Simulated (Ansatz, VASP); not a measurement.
# Ag in VASP and in Ansatz

File INCAR:

```
ALGO = Normal
EDIFF = 1E-6
ENCUT = 520
GGA = PS
ISIF = 2
ISMEAR = -1
LASPH = True
LCHARG = False
LREAL = False
LWAVE = False
NBANDS = 18
NELM = 100
PREC = Accurate
SIGMA = 0.1
```

KPOINTS

```
k-points
0
Gamma
  14 14 8
```

File POSCAR:

```
Ag
1.0
    2.8378547838      0.0000000000      0.0000000000
   -1.4189273919      2.4576543350      0.0000000000
    0.0000000000      0.0000000000      4.6019870498
Ag
2
Direct
    0.3333333333      0.6666666667      0.2500000000
    0.6666666667      0.3333333333      0.7500000000
```

Input for Ansatz:

```yaml
crystal:
  lattice:
    - [2.8378547838, 0.0, 0.0]
    - [-1.4189273919, 2.457654335, 0.0]
    - [0.0, 0.0, 4.6019870498]
  atoms:
    - { symbol: Ag, position: [0.3333333333, 0.6666666667, 0.25] }
    - { symbol: Ag, position: [0.6666666667, 0.3333333333, 0.75] }
hamiltonian:
  xc: pbesol
  pseudopotentials:
    kind: paw
    azcp:
      Ag: "pseudopotentials/Ag.paw.azcp"
basis:
  ecutwfc: 420
  fft_grid_basis: typed
kpoints:
  mp_grid: { grid: [14, 14, 8], shift: [0, 0, 0] }
magnetization:
  spin_polarized: false
scf:
  occupations: { method: fermi_dirac, width: 0.1 }
  lower_state_search: "off"
output:
  stress: true
```

Alike in both runs: task single point; functional PBEsol; k mesh 14 × 14 × 8; occupations fermi-dirac, width 0.1 eV; no spin polarisation.

|  | VASP | Ansatz |
| --- | --- | --- |
| version | VASP 6.6.1 | Ansatz 0.2.0 |
| potentials or method | VASP PAW PBE potentials, release 64 (Ag), cutoff 520 eV | plane waves (420 eV) with PAW, scalar-relativistic |
| valence electrons in the cell | 22 | 38 |

Ansatz gave:

| Quantity | Value |
| --- | --- |
| pressure (GPa) | 5.3 |
| traceless stress, the component that is largest in VASP (GPa) | 0.76 |

**Question.** Estimate VASP's values.

**Answer.** Pressure (GPa): 5.0; traceless stress, the component that is largest in VASP (GPa): 0.75.

VASP's potentials were made for PBE, not for PBEsol, and Ansatz warns of the same on its side. VASP's potentials hold 22 valence electrons a cell and Ansatz's 38, so a difference there can come from the potentials and not from the codes.
